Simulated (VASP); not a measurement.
# CuSi16 (a cell with a defect) in VASP: a series of runs, part 2 of 2

VASP 6.6.1. Earlier steps stand in the parts before.

## (4) Single point, PBEsol

Contents of INCAR:

```
ALGO = Normal
EDIFF = 1E-7
ENCUT = 520
GGA = PS
ISIF = 2
ISMEAR = 0
LASPH = True
LCHARG = True
LELF = True
LREAL = Auto
LVHAR = True
LWAVE = False
NBANDS = 52
NELECT = 74.0
NELM = 80
PREC = Accurate
SIGMA = 0.02
```

Contents of KPOINTS:

```
k-points
0
Gamma
  2 2 2
```

Contents of POSCAR:

```
CuSi16
1.0
    0.0000000000      5.4300000000      5.4300000000
    5.4300000000      0.0000000000      5.4300000000
    5.4300000000      5.4300000000      0.0000000000
Si Cu
16 1
Direct
   -0.0443997238      0.0169669429      0.0175127993
    0.1175179558      0.1206485267      0.1202197974
    0.0034755985     -0.0163691529      0.5094533149
    0.1177891344      0.1152403315      0.6466202578
    0.0039240331      0.5096041436     -0.0169632597
    0.1185646409      0.6462900552      0.1147775322
    0.0003146409      0.5049343462      0.5047105893
    0.1573043278      0.6115577348      0.6107619705
    0.4901740331     -0.0019143646     -0.0019337017
    0.5831708103      0.1375444751      0.1378776243
    0.4902603131      0.0007131676      0.5109739411
    0.6317572744      0.1175416206      0.6244616943
    0.4910364641      0.5104760589      0.0005176796
    0.6321908840      0.6245290055      0.1171466851
    0.5289710866      0.4912139963      0.4908162063
    0.6286476059      0.6273105893      0.6270569982
    1.1143293738      0.2957803867      0.2957194291
```

Launch:

```
$ cat potpaw_PBE.64/Si/POTCAR potpaw_PBE.64/Cu/POTCAR > POTCAR
$ mpirun -np 1 vasp_std > vasp.out
```

Run time: 3.2 min. Hardware: 1 thread of Intel Xeon 6975P-C (Granite Rapids), shared host; peak memory 0.49 GiB.

It converged, with:

| Item | Value |
| --- | --- |
| Free energy | -100.0752 eV |
| Largest force | 0.067 eV/Å |

Forces on the atoms (eV/Å):
```
Si   0.004 -0.004 -0.001
Si  -0.012 -0.017 -0.018
Si  -0.007  0.001 -0.002
Si   0.022  0.006 -0.015
Si  -0.007 -0.004  0.000
Si   0.024 -0.013  0.006
Si  -0.003  0.007  0.005
Si   0.010 -0.004 -0.008
Si  -0.004 -0.005 -0.004
Si   0.003  0.000  0.000
Si  -0.003  0.006  0.002
Si   0.002  0.000 -0.002
Si   0.002 -0.004  0.006
Si   0.002 -0.005  0.000
Si   0.002 -0.001 -0.005
Si   0.001 -0.004 -0.005
Cu  -0.033  0.042  0.040
```

Levels at points of the mesh, in eV from the Fermi level:
```csv
k point,band 34,band 35,band 36,band 37,band 38,band 39,band 40,band 41
"(0.00, 0.00, 0.00)",-1.12,-0.62,-0.25,-0.08,0.08,0.10,0.44,0.47
"(0.50, 0.00, 0.00)",-0.93,-0.92,-0.63,-0.49,0.46,0.87,1.30,1.32
"(0.00, 0.50, 0.00)",-1.05,-0.97,-0.92,-0.78,0.49,0.96,1.03,1.18
"(0.00, 0.00, 0.50)",-1.05,-0.97,-0.92,-0.78,0.49,0.97,1.03,1.18
"(0.50, 0.50, 0.50)",-1.05,-0.95,-0.93,-0.74,0.52,0.97,1.05,1.20
"(0.50, 0.50, 0.00)",-1.62,-1.51,-1.46,-1.20,0.59,0.79,1.80,1.97
"(0.00, 0.50, 0.50)",-1.61,-1.53,-1.47,-1.15,0.59,0.78,1.79,1.98
"(0.50, 0.00, 0.50)",-1.62,-1.51,-1.45,-1.20,0.60,0.79,1.80,1.97
```

Caveat: the k points lie up to 0.50 Å⁻¹ apart; the cell carries a net charge on a neutralising background, which shifts energy and pressure; the cell is charged against a uniform background, so pressure and absolute levels hang on convention; the PAW data sets were made with another functional, which shifts forces and pressure a little.

## (5) Single point, PBEsol

Contents of INCAR:

```
SYSTEM = CuSi16
ALGO     = Normal         ! electronic algorithm
EDIFF    = 1E-6           ! SCF threshold, eV
ENCUT    = 520            ! plane-wave cutoff, eV
GGA      = PS             ! functional
ISIF     = 2              ! what is computed and relaxed
ISMEAR   = 0              ! smearing method
LASPH    = .TRUE.         ! aspherical terms in the spheres
LCHARG   = .TRUE.         ! write CHGCAR
LELF     = .TRUE.         ! ELF
LREAL    = Auto         
LVHAR    = .TRUE.       
LWAVE    = .FALSE.        ! write WAVECAR
NBANDS   = 52             ! bands
NELECT   = 74.0         
NELM     = 100            ! most SCF steps
PREC     = Accurate       ! precision mode
SIGMA    = 0.02           ! smearing width, eV
```

Contents of KPOINTS:

```
k-points
0
G
  2 2 2
  0 0 0
```

Contents of POSCAR:

```
CuSi16
1.0
    0.0000000000      5.4300000000      5.4300000000
    5.4300000000      0.0000000000      5.4300000000
    5.4300000000      5.4300000000      0.0000000000
Si Cu
16 1
Direct
   -0.0311826888      0.0045976059      0.0239473297
    0.1229476980      0.1246869245      0.1182589319
   -0.0003851750     -0.0038514733      0.5059450276
    0.1139558932      0.1169424494      0.6521185083
    0.0016443831      0.5043373849     -0.0096674033
    0.1219785451      0.6360790976      0.1177586556
   -0.0010115101      0.4987512891      0.5058337937
    0.1369593923      0.6237413444      0.6151266114
    0.4972919890     -0.0018177716     -0.0064546041
    0.5977162063      0.1360585635      0.1296930018
    0.4892613260      0.0001548803      0.5095876611
    0.6270405157      0.1260359116      0.6187966851
    0.4964908840      0.5108164825     -0.0064684162
    0.6285513812      0.6252156538      0.1200163904
    0.5081896869      0.4983099448      0.4939233886
    0.6265408840      0.6272793738      0.6187990792
    1.1921415285      0.2640864641      0.2820326888
```

Launch:

```
$ cat potpaw_PBE.64/Si/POTCAR potpaw_PBE.64/Cu/POTCAR > POTCAR
$ mpirun -np 1 vasp_std > vasp.out
```

Run time: 2.8 min. Hardware: 1 thread of Intel Xeon 6975P-C (Granite Rapids), shared host; peak memory 0.49 GiB.

It converged, with:

- Free energy: -100.0770 eV
- Largest force: 0.044 eV/Å

Forces in eV/Å, atoms in the order of the input:
```
Si   0.019 -0.006 -0.018
Si  -0.022 -0.014 -0.025
Si  -0.007  0.011 -0.001
Si   0.028  0.024 -0.024
Si  -0.014  0.002  0.016
Si   0.019 -0.006  0.014
Si   0.002  0.012  0.008
Si  -0.003  0.009  0.007
Si  -0.017 -0.006  0.000
Si   0.010 -0.009 -0.008
Si   0.000 -0.006  0.004
Si  -0.008  0.000  0.004
Si   0.001 -0.004  0.016
Si  -0.010  0.001  0.011
Si  -0.013  0.009  0.015
Si   0.000  0.000  0.008
Cu   0.015 -0.019 -0.027
```

Levels at points of the mesh, in eV from the Fermi level:
```tsv
k point	band 35	band 36	band 37	band 38	band 39	band 40
(0.00, 0.00, 0.00)	-0.69	-0.18	-0.09	0.09	0.42	0.50
(0.50, 0.00, 0.00)	-0.85	-0.68	-0.55	0.46	0.96	1.25
(0.00, 0.50, 0.00)	-0.83	-0.81	-0.71	0.48	1.05	1.22
(0.00, 0.00, 0.50)	-0.87	-0.78	-0.76	0.41	1.11	1.23
(0.50, 0.50, 0.50)	-0.83	-0.81	-0.70	0.48	1.05	1.22
(0.50, 0.50, 0.00)	-1.43	-1.41	-1.00	0.59	0.97	1.94
(0.00, 0.50, 0.50)	-1.43	-1.41	-1.00	0.59	0.97	1.94
(0.50, 0.00, 0.50)	-1.48	-1.40	-1.03	0.61	0.96	1.95
```

Caveat: the k points lie up to 0.50 Å⁻¹ apart; the cell carries a net charge on a neutralising background, which shifts energy and pressure; the cell is charged against a uniform background, so pressure and absolute levels hang on convention; the PAW data sets were made with another functional, which shifts forces and pressure a little.

## (6) Single point, PBEsol

Contents of INCAR:

```
SYSTEM = CuSi16
ALGO = Normal
EDIFF = 1E-6
ENCUT = 520
GGA = PS
ISIF = 2
ISMEAR = 0
LASPH = .TRUE.
LCHARG = .FALSE.
LREAL = Auto
LWAVE = .FALSE.
NBANDS = 52
NELECT = 74.0
NELM = 100
PREC = Accurate
SIGMA = 0.02
```

KPOINTS is that of step 5.

Contents of POSCAR:

```
CuSi16
1.0
    0.0000000000      5.4300000000      5.4300000000
    5.4300000000      0.0000000000      5.4300000000
    5.4300000000      5.4300000000      0.0000000000
Si Cu
16 1
Direct
    0.0392127072     -0.0115254144     -0.0134386740
    0.1193671271      0.1316698895      0.1321466851
   -0.0160626151      0.0021872928      0.5070847145
    0.1192837937      0.1311598527      0.6176813996
   -0.0162103131      0.5069782689      0.0032686924
    0.1189639042      0.6197418048      0.1305294659
   -0.0162186924      0.5065886740      0.5058706262
    0.1095103131      0.6293237569      0.6303499079
    0.5075566298      0.0006498158      0.0015045120
    0.6665597606      0.1112302947      0.1111520258
    0.5077140884      0.0002673112      0.4905814917
    0.6092674033      0.1326103131      0.6290744015
    0.5080067219      0.4912065378      0.0002304788
    0.6091012891      0.6282631676      0.1343136280
    0.4829606814      0.5043678637      0.5060164825
    0.6090830571      0.6279346225      0.6280092081
    1.2962395948      0.2374832413      0.2339073665
```

Potentials or basis: VASP PAW PBE potentials, release 64 (Si, Cu).

Launch:

```
$ cat potpaw_PBE.64/Si/POTCAR potpaw_PBE.64/Cu/POTCAR > POTCAR
$ mpirun -np 1 vasp_std > vasp.out
```

OUTCAR:

```text
SYSTEM = CuSi16
   EDIFF = 1E-6
   ENCUT = 520
   GGA = PS
   ISIF = 2
   ISMEAR = 0
   LASPH = .TRUE.
   LREAL = Auto
   NELECT = 74.0
   NELM = 100
   PREC = Accurate

 ion  position               nearest neighbor table
   1  0.039  0.988  0.987-   6 2.33   4 2.33   2 2.33  10 2.34
   2  0.119  0.132  0.132-   1 2.33   3 2.35   5 2.36  17 2.43   9 2.43
   3  0.984  0.002  0.507-   8 2.34  12 2.35   4 2.35   2 2.35
   4  0.119  0.131  0.618-   1 2.33   3 2.35   7 2.36  17 2.43  11 2.44
   5  0.984  0.507  0.003-   8 2.34  14 2.35   6 2.35   2 2.36  17 2.97
   6  0.119  0.620  0.131-   1 2.33   5 2.35   7 2.35  17 2.42  13 2.44
   7  0.984  0.507  0.506-   8 2.34  16 2.35   6 2.35   4 2.36  17 2.96
   8  0.110  0.629  0.630-   3 2.34   5 2.34   7 2.34  15 2.34
   9  0.508  0.001  0.002-  14 2.34  12 2.34  10 2.39   2 2.43  17 2.55
  10  0.667  0.111  0.111-  17 2.32   1 2.34   9 2.39  11 2.39  13 2.39
  11  0.508  0.000  0.491-  16 2.34  12 2.34  10 2.39   4 2.44  17 2.55
  12  0.609  0.133  0.629-  15 2.33  11 2.34   9 2.34   3 2.35
  13  0.508  0.491  0.000-  16 2.34  14 2.34  10 2.39   6 2.44  17 2.53
  14  0.609  0.628  0.134-  15 2.33  13 2.34   9 2.34   5 2.35
  15  0.483  0.504  0.506-  16 2.33  14 2.33  12 2.33   8 2.34
[... 211 lines left out ...]
      2      -3.6139      2.00000
      3      -3.5499      2.00000
      4      -3.5267      2.00000
      5      -3.5253      2.00000
      6      -2.1066      2.00000
[... 405 lines left out ...]
     48      10.3706      0.00000
     49      10.3742      0.00000
 [bands above 49 left out]

------------------------ aborting loop because EDIFF is reached ----------------------------------------

  FORCE on cell =-STRESS in cart. coord.  units (eV):
  Direction    XX          YY          ZZ          XY          YZ          ZX
  --------------------------------------------------------------------------------------
  -------------------------------------------------------------------------------------
  Total       -5.8990582     -5.8709056     -5.8035411     -0.2811378      0.2242044     -0.2400960
  in kB      -29.5164266    -29.3755628    -29.0384988     -1.4066964      1.1218253     -1.2013400
  external PRESSURE =     -29.3101628 kB  Pullay stress =       0.0000000 kB

 VOLUME and BASIS-vectors are now :
 -----------------------------------------------------------------------------
  energy-cutoff  :      520.00
  volume of cell :      320.21
      direct lattice vectors                 reciprocal lattice vectors
     0.000000000  5.430000000  5.430000000    -0.092081031  0.092081031  0.092081031
     5.430000000  0.000000000  5.430000000     0.092081031 -0.092081031  0.092081031
     5.430000000  5.430000000  0.000000000     0.092081031  0.092081031 -0.092081031

 POSITION                                       TOTAL-FORCE (eV/Angst)
 -----------------------------------------------------------------------------------
     10.72444      5.56995      5.58034         0.008519     -0.009221     -0.006390
      1.43252      1.36572      1.36313        -0.025995     -0.008545     -0.003449
      2.76535      8.09625      5.35466         0.010638     -0.010919     -0.002119
      4.06621      4.00172      1.35991         0.008666      0.026448     -0.002129
      2.77064      5.35973      8.09487         0.008454      0.003300     -0.012036
      4.07397      1.35475      4.01117         0.004673     -0.004323      0.028808
[... 9 lines left out ...]
      6.81978      6.71741      6.71701         0.008645      0.014363      0.015464
      2.55965      2.87870      2.89812        -0.004491      0.002098     -0.004985
 -----------------------------------------------------------------------------------
    total drift:                                0.002643     -0.002403      0.001255

  FREE ENERGIE OF THE ION-ELECTRON SYSTEM (eV)
  ---------------------------------------------------
  free  energy   TOTEN  =      -100.0799821364 eV

  energy  without entropy=     -100.0799821364  energy(sigma->0) =     -100.07998214
```

stdout:

```text
POSCAR found type information on POSCAR SiCu
 POSCAR found :  2 types and      17 ions
 scaLAPACK will be used
 -----------------------------------------------------------------------------
|                                                                             |
|                                                                             |
|     You enforced a specific xc type in the INCAR file but a different       |
|     I HOPE YOU KNOW WHAT YOU ARE DOING!                                     |
|                                                                             |
 -----------------------------------------------------------------------------

 LDA part: xc-table for (Slater+PW92), standard interpolation
 POSCAR, INCAR and KPOINTS ok, starting setup
 FFT: planning ... GRIDC
 FFT: planning ... GRID_SOFT
 FFT: planning ... GRID
 WAVECAR not read
 entering main loop
 the old and the new charge density differ
 old charge density:    75.00000 new   74.00000
    0.237E+01
```

Run time: 3.2 min. Hardware: 1 thread of Intel Xeon 6975P-C (Granite Rapids), shared host; peak memory 0.49 GiB.

What came out:

| Property | Result |
| --- | --- |
| Free energy | -100.0800 eV |
| Largest force | 0.030 eV/Å |

Forces in eV/Å, atoms in the order of the input:
```
Si   0.009 -0.009 -0.006
Si  -0.026 -0.009 -0.003
Si   0.011 -0.011 -0.002
Si   0.009  0.026 -0.002
Si   0.008  0.003 -0.012
Si   0.005 -0.004  0.029
Si  -0.004 -0.008 -0.011
Si  -0.007  0.006  0.004
Si   0.017 -0.001  0.002
Si  -0.012  0.013  0.018
Si   0.002 -0.019  0.001
Si  -0.010  0.010 -0.009
Si   0.001  0.000 -0.027
Si  -0.012 -0.008  0.014
Si   0.008 -0.007 -0.003
Si   0.009  0.014  0.015
Cu  -0.004  0.002 -0.005
```

Levels at points of the mesh, in eV from the Fermi level:
```
           k point  band 35  band 36  band 37  band 38  band 39  band 40
(0.00, 0.00, 0.00)    -0.64    -0.12    -0.11     0.27     0.57     0.57
(0.50, 0.00, 0.00)    -0.84    -0.66    -0.65     0.40     1.25     1.29
(0.00, 0.50, 0.00)    -0.76    -0.70    -0.63     0.60     1.06     1.25
(0.00, 0.00, 0.50)    -0.77    -0.70    -0.61     0.60     1.06     1.25
(0.50, 0.50, 0.50)    -0.77    -0.70    -0.61     0.60     1.05     1.25
(0.50, 0.50, 0.00)    -1.36    -1.33    -0.90     0.67     1.04     2.01
(0.00, 0.50, 0.50)    -1.36    -1.33    -0.91     0.68     1.03     2.02
(0.50, 0.00, 0.50)    -1.36    -1.33    -0.91     0.67     1.03     2.02
```

Caveat: the k points lie up to 0.50 Å⁻¹ apart; the cell carries a net charge on a neutralising background, which shifts energy and pressure; the cell is charged against a uniform background, so pressure and absolute levels hang on convention; the PAW data sets were made with another functional, which shifts forces and pressure a little.
